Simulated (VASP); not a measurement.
A run of VASP 6.6.1 is set up as follows.

The input INCAR:

```
SYSTEM = Al
  PREC = Accurate
  ENCUT = 520
  EDIFF = 1E-6
  ISMEAR = -1
  SIGMA = 0.1
  LREAL = .False.
  LASPH = .True.
  NELM = 100
  ALGO = Normal
  ISIF = 2
  LWAVE = .False.
  LCHARG = .False.
  GGA = CA
  NBANDS = 8
```

The input KPOINTS:

```
regular mesh
0
Gamma
  16 16 16
  0 0 0
```

The input POSCAR:

```
Al
1.0
   -1.5514733317      1.5514733317      1.5514733317
    1.5514733317     -1.5514733317      1.5514733317
    1.5514733317      1.5514733317     -1.5514733317
Al
1
Direct
    0.0000000000      0.0000000000      0.0000000000
```

Potentials or basis: VASP PAW LDA potentials, release 64 (Al).

Command:

```bash
$ cat potpaw_LDA.64/Al/POTCAR > POTCAR
$ mpirun -np 1 vasp_std > vasp.out
```

(1) Predict the pressure.

Answers

(1) 7.3 GPa.
